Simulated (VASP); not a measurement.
# GaGe (F-43m) in VASP: a series of runs

Aim: see how the results for GaGe move with the level of theory and the settings. Levels: PBE0, r2SCAN50. Tasks: relaxation of cell and atoms, single point.

Everything below comes from runs of VASP 6.6.1. Logs are shortened: lines on timing, memory, paths and dates and some standing lists are left out, and cuts for length are marked.

### Step 1. The cell of the first run

It takes space group F-43m (No. 216, cubic). The conventional cell has a = 5.796 Å, b = 5.796 Å, c = 5.796 Å, α = 90.00°, β = 90.00°, γ = 90.00°. Ge (site symmetry -43m) has 4 Ga at 2.51 Å within 3.3 Å. Ga (site symmetry -43m) has 4 Ge at 2.51 Å within 3.3 Å.

### Step 2. Relaxation of cell and atoms, PBE0

Contents of POSCAR:

```
GaGe
1.0
    0.0000000000      2.8978440000      2.8978440000
    2.8978440000      0.0000000000      2.8978440000
    2.8978440000      2.8978440000      0.0000000000
Ge Ga
1 1
Direct
    0.0000000000      0.0000000000      0.0000000000
    0.2500000000      0.2500000000      0.2500000000
```

Contents of INCAR.step1:

```
PREC = Accurate
ENCUT = 600
EDIFF = 1E-5
ISMEAR = -1
SIGMA = 0.05
LREAL = False
LASPH = True
NELM = 80
ALGO = Normal
LWAVE = True
LCHARG = False
GGA = PE
NBANDS = 20
```

Contents of INCAR.step2:

```
PREC = Accurate
ENCUT = 600
EDIFF = 1E-6
ISMEAR = -1
SIGMA = 0.05
LREAL = False
LASPH = True
NELM = 80
ALGO = Normal
ISIF = 3
LWAVE = False
LCHARG = False
GGA = PE
LHFCALC = True
AEXX = 0.25
PRECFOCK = Normal
IBRION = 2
NSW = 60
EDIFFG = -0.01
ISTART = 1
```

Contents of KPOINTS:

```
regular mesh
0
Gamma
  4 4 4
```

Potentials or basis: VASP PAW PBE potentials, release 64 (Ge_d, Ga_d).

Command:

```console
$ cat potpaw_PBE.64/Ge_d/POTCAR potpaw_PBE.64/Ga_d/POTCAR > POTCAR
$ cp INCAR.step1 INCAR
$ mpirun -np 1 vasp_std > vasp.out
$ cp INCAR.step2 INCAR
$ mpirun -np 1 vasp_std > vasp.out
```

OUTCAR:

```text
PREC = Accurate
   ENCUT = 600
   EDIFF = 1E-6
   ISMEAR = -1
   LREAL = False
   LASPH = True
   NELM = 80
   ISIF = 3
   GGA = PE
   LHFCALC = True
   AEXX = 0.25
   PRECFOCK = Normal
   IBRION = 2
   NSW = 60
   EDIFFG = -0.01
   ISTART = 1

 ion  position               nearest neighbor table
   1  0.000  0.000  0.000-   2 2.51   2 2.51   2 2.51   2 2.51
   2  0.250  0.250  0.250-   1 2.51   1 2.51   1 2.51   1 2.51

  LATTYP: Found a face centered cubic cell.
 ALAT       =     5.7956880000

  Lattice vectors:

 A1 = (   0.0000000000,   2.8978440000,   2.8978440000)
 A2 = (   2.8978440000,   0.0000000000,   2.8978440000)
 A3 = (   2.8978440000,   2.8978440000,   0.0000000000)

Analysis of symmetry for initial positions (statically):
=====================================================================
 Subroutine PRICEL returns:
 Original cell was already a primitive cell.

 Routine SETGRP: Setting up the symmetry group for a
 face centered cubic supercell.

 Subroutine GETGRP returns: Found 24 space group operations
 (whereof 24 operations were pure point group operations)
 out of a pool of 48 trial point group operations.

The static configuration has the point symmetry T_d .

Analysis of symmetry for dynamics (positions and initial velocities):
=====================================================================
 Subroutine PRICEL returns:
 Original cell was already a primitive cell.

 Routine SETGRP: Setting up the symmetry group for a
 face centered cubic supercell.

 Subroutine GETGRP returns: Found 24 space group operations
 (whereof 24 operations were pure point group operations)
 out of a pool of 48 trial point group operations.

The dynamic configuration has the point symmetry T_d .

 Subroutine INISYM returns: Found 24 space group operations
 (whereof 24 operations are pure point group operations),
 and found     1 'primitive' translations

----------------------------------------------------------------------------------------

                                     Primitive cell

  volume of cell :      48.6693

  direct lattice vectors                    reciprocal lattice vectors
[... 62 lines left out ...]
   ISTART =      1    job   : 0-new  1-cont  2-samecut
   ICHARG =      0    charge: 1-file 2-atom 10-const
   ISPIN  =      1    spin polarized calculation?
   LNONCOLLINEAR =      F non collinear calculations
   LSORBIT =      F    spin-orbit coupling
   LASPH  =      T    aspherical Exc in radial PAW
   ENCUT  =  600.0 eV  44.10 Ry    6.64 a.u.   8.19  8.19  8.19*2*pi/ulx,y,z
   NELM   =     80;   NELMIN=  2; NELMDL=  0     # of ELM steps
   EDIFF  = 0.1E-05   stopping-criterion for ELM
   LREAL  =      F    real-space projection
   EDIFFG = -.1E-01   stopping-criterion for IOM
   NSW    =     60    number of steps for IOM
   IBRION =      2    ionic relax: 0-MD 1-quasi-New 2-CG
   NFREE  =      1    steps in history (QN), initial steepest desc. (CG)
   ISIF   =      3    stress and relaxation
   ISYM   =      3    0-nonsym 1-usesym 2-fastsym
   POTIM  = 0.5000    time-step for ionic-motion
   TEBEG  =    0.0;   TEEND  =   0.0 temperature during run
   PSTRESS=    0.0 pullay stress
   NELECT =      27.0000    total number of electrons
   NUPDOWN=      -1.0000    fix difference up-down
   EMIN   =  10.00;   EMAX   =-10.00  energy-range for DOS
   EFERMI =   0.00;   METHOD = LEGACY
   ISMEAR =    -1;   SIGMA  =   0.05  broadening in eV -4-tet -1-fermi 0-gaus
   EFERMI_NEDOS =   21; number of points for ismear=-14 and -15
   IALGO  =     38    algorithm
   IMIX   =      1    mixing-type and parameters
     AMIX     =   0.40;   BMIX     =  1.00
     AMIX_MAG =   1.60;   BMIX_MAG =  1.00
  volume/ion in A,a.u.               =      24.33       164.22
  Fermi-wavevector in a.u.,A,eV,Ry     =   1.345172  2.542006 24.619567  1.809487
  Thomas-Fermi vector in A             =   2.473106
   LORBIT       =      0    0 simple, 1 ext, 2 COOP (PROOUT), +10 PAW based schemes
   GGA     = PE    functional components
   LHFCALC =     T    Hartree Fock is set to
   PRECFOCK=normal    Normal, Fast or Accurate (Low or Medium for compatibility)
   ENCUT4O =  -1.0   cutoff for four orbital integrals eV
   NKREDX  =     1    reduce k-point grid by
   NKREDY  =     1    reduce k-point grid by
   NKREDZ  =     1    reduce k-point grid by
   AEXX    =    0.2500 exact exchange contribution
   HFSCREEN=    0.0000 screening length (either q_TF or 0.3 A-1)
   HFSCREENC=   0.0000 screening length for correlation (either q_TF or 0.3 A-1)
   ENCUTFOCK=  -1.0 apply spherical cutoff to Coloumb kernel
   IVDW    =     0    specifies the selected vdW correction
   LEPSILON=     F    determine dielectric tensor
   LRPA    =     F    only Hartree local field effects (RPA)
 conjugate gradient relaxation of ions
 non-spin polarized calculation
  energy-cutoff  :      600.00
  volume of cell :       48.67
 maximum number of plane-waves:      1639
 NGX is ok and might be reduce to    36
  NGX = 28; NGY = 28; NGZ = 28

--------------------------------------- Ionic step        1  -------------------------------------------

 number of electron      27.0000007 magnetization

 Free energy of the ion-electron system (eV)
  ---------------------------------------------------
  ext. energy  EPLUGINS =         0.00000000
  ---------------------------------------------------
  free energy    TOTEN  =        -9.01205583 eV

  energy without entropy =       -8.99931085  energy(sigma->0) =       -9.00568334

------------------------ aborting loop because EDIFF is reached ----------------------------------------

  FORCE on cell =-STRESS in cart. coord.  units (eV):
  Direction    XX          YY          ZZ          XY          YZ          ZX
  --------------------------------------------------------------------------------------
  -------------------------------------------------------------------------------------
  Total       -0.6130674     -0.6130674     -0.6130674      0.0000000     -0.0000000      0.0000000
  in kB      -20.1819827    -20.1819827    -20.1819827      0.0000000     -0.0000000      0.0000000
  external PRESSURE =     -20.1819827 kB  Pullay stress =       0.0000000 kB
[... 239 lines left out ...]
--------------------------------------- Ionic step        8  -------------------------------------------

 number of electron      26.9999998 magnetization

 Free energy of the ion-electron system (eV)
  ---------------------------------------------------
  ext. energy  EPLUGINS =         0.00000000
  ---------------------------------------------------
  free energy    TOTEN  =        -9.02429645 eV

  energy without entropy =       -9.01155359  energy(sigma->0) =       -9.01792502

 E-fermi :   3.4200     XC(G=0):  -7.6946

 val. band max:        3.4031627589   @ k =  -0.2500   0.2500   0.0000
 cond. band min:       3.9081290882   @ k =   0.5000   0.0000   0.0000
 fundamental gap:      0.5049663293
 Fermi energy:         3.4199784817

 k-point     1 :       0.0000    0.0000    0.0000
  band No.  band energies     occupation
      1     -24.4560      2.00000
      2     -24.4560      2.00000
      3     -24.4560      2.00000
      4     -24.4339      2.00000
      5     -24.4339      2.00000
      6     -14.3727      2.00000
[... 178 lines left out ...]
  FREE ENERGIE OF THE ION-ELECTRON SYSTEM (eV)
  ---------------------------------------------------
  free  energy   TOTEN  =        -9.0242964526 eV

  energy  without entropy=       -9.0115535933  energy(sigma->0) =       -9.01792502

 reached required accuracy - stopping structural energy minimisation
```

OUTCAR.step1:

```text
PREC = Accurate
   ENCUT = 600
   EDIFF = 1E-5
   ISMEAR = -1
   LREAL = False
[... 386 lines left out ...]
      0.00000      0.00000      0.00000         0.000000      0.000000      0.000000
      1.44892      1.44892      1.44892        -0.000000     -0.000000     -0.000000
 -----------------------------------------------------------------------------------
    total drift:                               -0.000000     -0.000000     -0.000000

  FREE ENERGIE OF THE ION-ELECTRON SYSTEM (eV)
  ---------------------------------------------------
  free  energy   TOTEN  =        -7.0999148988 eV

  energy  without entropy=       -7.0822546770  energy(sigma->0) =       -7.09108479
```

Wall time 73 min (1 thread of AMD EPYC 9R45 (Zen 5), shared host); peak memory 0.21 GiB.

Results:

| Item | Value |
| --- | --- |
| Free energy | -9.0243 eV |
| Relaxed volume | 23.44 Å³/atom |
| Relaxed cell | a = 4.047 Å, b = 4.047 Å, c = 4.047 Å, α = 60.00°, β = 60.00°, γ = 60.00° |
| Space group after relaxing (to 0.1 Å) | F-43m (No. 216) |
| Energy gained by relaxing | 6.1 meV/atom |
| Ionic steps | 8 |
| Pressure after relaxing | 0.0 GPa |
| Band gap on the k mesh | zero (an odd number of electrons rules out a gap without spin polarisation) |

The path:
```
step  energy change (eV)  largest force (eV/Å)  pressure (GPa)  volume (Å³)
   1              0.0000                0.0000           -2.02        48.67
   2             -0.0118                0.0000            0.53        46.54
   3             -0.0122                0.0000           -0.13        46.88
   4             -0.0122                0.0000            0.14        46.81
   5             -0.0122                0.0000           -0.21        46.94
   6             -0.0122                0.0000            0.08        46.87
   7             -0.0122                0.0000           -0.16        46.89
   8             -0.0122                0.0000            0.05        46.88
```

Final structure:
```
Ge Ga
1.0
     0.00000    2.86179    2.86179
     2.86179    0.00000    2.86179
     2.86179    2.86179    0.00000
Ge Ga
1 1
Cartesian
  0.0000 0.0000 0.0000
  1.4309 1.4309 1.4309
```

Caveat: the k points lie up to 0.48 Å⁻¹ apart in the final cell, too coarse for converged energies and pressures of a metal; the PAW data sets were made with another functional, which shifts forces and pressure a little; an odd number of electrons without spin polarisation forces a metal; a magnetic or distorted state may lie lower.

### Step 3. Single point, r2SCAN50

POSCAR is that of step 2.

Contents of INCAR.step1:

```
PREC     = Accurate       # precision mode
ENCUT    = 520            # plane-wave cutoff, eV
EDIFF    = 1E-5           # SCF threshold, eV
ISMEAR   = -1             # smearing method
SIGMA    = 0.05           # smearing width, eV
LREAL    = F              # projectors in reciprocal space
LASPH    = T              # aspherical terms in the spheres
NELM     = 60             # most SCF steps
ALGO     = Normal         # electronic algorithm
ISIF     = 2              # what is computed and relaxed
LWAVE    = T              # write WAVECAR
LCHARG   = F              # write CHGCAR
NBANDS   = 20             # bands
GGA      = PE             # functional
```

Contents of INCAR.step2:

```
PREC     = Accurate       # precision mode
ENCUT    = 520            # plane-wave cutoff, eV
EDIFF    = 1E-6           # SCF threshold, eV
ISMEAR   = -1             # smearing method
SIGMA    = 0.05           # smearing width, eV
LREAL    = F              # projectors in reciprocal space
LASPH    = T              # aspherical terms in the spheres
NELM     = 60             # most SCF steps
ALGO     = Normal         # electronic algorithm
ISIF     = 2              # what is computed and relaxed
LWAVE    = F              # write WAVECAR
LCHARG   = F              # write CHGCAR
METAGGA  = R2SCAN         # meta-GGA
LHFCALC  = T              # exact exchange
AEXX     = 0.5            # exact-exchange fraction
LMIXTAU  = T            
PRECFOCK = Normal       
NBANDS   = 20             # bands
ISTART   = 1
```

Contents of KPOINTS:

```
Automatic mesh
0
Gamma
  4 4 4
```

Potentials or basis: VASP PAW PBE potentials, release 64 (Ge_d, Ga_d).

Command:

```console
$ cat potpaw_PBE.64/Ge_d/POTCAR potpaw_PBE.64/Ga_d/POTCAR > POTCAR
$ cp INCAR.step1 INCAR
$ mpirun -np 1 vasp_std > vasp.out
$ cp INCAR.step2 INCAR
$ mpirun -np 1 vasp_std > vasp.out
```

OUTCAR:

```text
PREC = Accurate
   ENCUT = 520
   EDIFF = 1E-6
   ISMEAR = -1
   LREAL = F
   LASPH = T
   NELM = 60
   ISIF = 2
   METAGGA = R2SCAN
   LHFCALC = T
   AEXX = 0.5
   PRECFOCK = Normal
   ISTART = 1

 ion  position               nearest neighbor table
   1  0.000  0.000  0.000-   2 2.51   2 2.51   2 2.51   2 2.51
   2  0.250  0.250  0.250-   1 2.51   1 2.51   1 2.51   1 2.51

  LATTYP: Found a face centered cubic cell.
[... 361 lines left out ...]
     20      18.5061      0.00000

------------------------ aborting loop because EDIFF is reached ----------------------------------------

  FORCE on cell =-STRESS in cart. coord.  units (eV):
  Direction    XX          YY          ZZ          XY          YZ          ZX
  --------------------------------------------------------------------------------------
  -------------------------------------------------------------------------------------
  Total       -1.1271838     -1.1271838     -1.1271838     -0.0000000      0.0000000      0.0000000
  in kB      -37.1065269    -37.1065269    -37.1065269     -0.0000000      0.0000000      0.0000000
  external PRESSURE =     -37.1065269 kB  Pullay stress =       0.0000000 kB

 VOLUME and BASIS-vectors are now :
 -----------------------------------------------------------------------------
  energy-cutoff  :      520.00
  volume of cell :       48.67
      direct lattice vectors                 reciprocal lattice vectors
     0.000000000  2.897844000  2.897844000    -0.172542069  0.172542069  0.172542069
     2.897844000  0.000000000  2.897844000     0.172542069 -0.172542069  0.172542069
     2.897844000  2.897844000  0.000000000     0.172542069  0.172542069 -0.172542069

 POSITION                                       TOTAL-FORCE (eV/Angst)
 -----------------------------------------------------------------------------------
      0.00000      0.00000      0.00000         0.000000     -0.000000      0.000000
      1.44892      1.44892      1.44892        -0.000000      0.000000     -0.000000
 -----------------------------------------------------------------------------------
    total drift:                                0.000067      0.000030      0.000038

  FREE ENERGIE OF THE ION-ELECTRON SYSTEM (eV)
  ---------------------------------------------------
  free  energy   TOTEN  =       -20.6451145342 eV

  energy  without entropy=      -20.6323796543  energy(sigma->0) =      -20.63874709
```

OUTCAR.step1:

```text
PREC = Accurate
   ENCUT = 520
   EDIFF = 1E-5
   ISMEAR = -1
   LREAL = F
[... 386 lines left out ...]
      0.00000      0.00000      0.00000        -0.000000     -0.000000     -0.000000
      1.44892      1.44892      1.44892         0.000000      0.000000      0.000000
 -----------------------------------------------------------------------------------
    total drift:                               -0.000000     -0.000000     -0.000000

  FREE ENERGIE OF THE ION-ELECTRON SYSTEM (eV)
  ---------------------------------------------------
  free  energy   TOTEN  =        -7.1000290449 eV

  energy  without entropy=       -7.0823688405  energy(sigma->0) =       -7.09119894
```

OSZICAR.step1:

```text
N       E                     dE             d eps       ncg     rms          rms(c)
DAV:   1     0.158294039895E+03    0.15829E+03   -0.14160E+04   332   0.298E+03
DAV:   2     0.154615164049E+02   -0.14283E+03   -0.13976E+03   324   0.525E+02
DAV:   3    -0.647985829075E+01   -0.21941E+02   -0.21840E+02   364   0.134E+02
DAV:   4    -0.712399791224E+01   -0.64414E+00   -0.64304E+00   352   0.248E+01
DAV:   5    -0.713537151874E+01   -0.11374E-01   -0.11371E-01   360   0.365E+00    0.220E+00
DAV:   6    -0.710347323766E+01    0.31898E-01   -0.76594E-02   392   0.393E+00    0.127E+00
DAV:   7    -0.709893375220E+01    0.45395E-02   -0.29825E-02   416   0.195E+00    0.270E-01
DAV:   8    -0.709973180038E+01   -0.79805E-03   -0.58242E-03   356   0.899E-01    0.609E-02
DAV:   9    -0.709998158773E+01   -0.24979E-03   -0.60966E-04   364   0.318E-01    0.246E-02
DAV:  10    -0.710002029284E+01   -0.38705E-04   -0.72760E-05   376   0.718E-02    0.871E-03
DAV:  11    -0.710002904489E+01   -0.87521E-05   -0.17089E-05   280   0.350E-02
   1 F= -.71000290E+01 E0= -.70911989E+01  d E =-.176602E-01
```

Wall time 13 min (1 thread of Intel Xeon Platinum 8259CL at 2.50GHz (Skylake/Cascade Lake), shared host); peak memory 0.18 GiB.

What came out:

* Free energy: -20.6451 eV
* Pressure: -3.7 GPa
* Band gap on the k mesh: zero (an odd number of electrons rules out a gap without spin polarisation)

Levels at points of the mesh, in eV from the Fermi level:
| k point | band 10 | band 11 | band 12 | band 13 | band 14 | band 15 | band 16 | band 17 | band 18 | band 19 |
| --- | --- | --- | --- | --- | --- | --- | --- | --- | --- | --- |
| (0.00, 0.00, 0.00) | -21.14 | -14.30 | 2.67 | 2.67 | 2.67 | 4.12 | 6.10 | 6.10 | 6.10 | 9.86 |
| (0.50, 0.00, 0.00) | -21.14 | -11.80 | -7.85 | 0.87 | 0.87 | 3.71 | 7.11 | 7.11 | 10.18 | 14.14 |
| (0.50, 0.50, 0.00) | -21.14 | -10.42 | -8.31 | -2.78 | -2.78 | 3.63 | 3.82 | 14.06 | 14.06 | 15.26 |

Caveat: the k points lie up to 0.47 Å⁻¹ apart, too coarse for converged energies and pressures of a metal; the PAW data sets were made with another functional, which shifts forces and pressure a little; an odd number of electrons without spin polarisation forces a metal; a magnetic or distorted state may lie lower.

The gap in the log of VASP goes by the Fermi energy; the results here count the filled bands.